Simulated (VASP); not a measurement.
Crystal: Sc.

```
Sc
1.0
     3.30900    0.00000    0.00000
    -1.65450    2.86568    0.00000
     0.00000    0.00000    5.27330
Sc
2
Direct
  0.33333 0.66667 0.25000
  0.66667 0.33333 0.75000
```

```yaml
Program: VASP 6.6.1
Task: relaxation of volume and atoms at fixed shape
Functional: PBEsol
Potentials_or_basis: VASP PAW PBE potentials, release 64 (Sc_sv)
Cutoff: 600 eV
k_mesh: 9 × 9 × 5
Occupations: methfessel-paxton, width 0.1 eV
Spin: no spin polarisation
```

At the start: pressure -2.8 GPa; volume 25.00 Å³/atom.

Question: How do energy, volume and symmetry change on relaxing?

Answer: Over 3 steps the energy falls by 11.7 meV/atom and the volume is 23.70 Å³/atom (-5.2 %); space group P6_3/mmc (No. 194, to 0.1 Å) before and after.

Step by step:
| step | energy change (eV) | largest force (eV/Å) | pressure (GPa) | volume (Å³) |
| --- | --- | --- | --- | --- |
| 1 | 0.0000 | 0.0000 | -2.80 | 50.00 |
| 2 | -0.0225 | 0.0000 | 0.63 | 46.91 |
| 3 | -0.0235 | 0.0000 | 0.01 | 47.41 |

Final structure:
```yaml
crystal:
  lattice:
    - [3.25075, 0.00000, 0.00000]
    - [-1.62538, 2.81523, 0.00000]
    - [0.00000, 0.00000, 5.18047]
  atoms:
    - { symbol: Sc, position: [0.33333, 0.66667, 0.25000] }
    - { symbol: Sc, position: [0.66667, 0.33333, 0.75000] }
```

Caveat: the PAW data sets were made with another functional, which shifts forces and pressure a little.
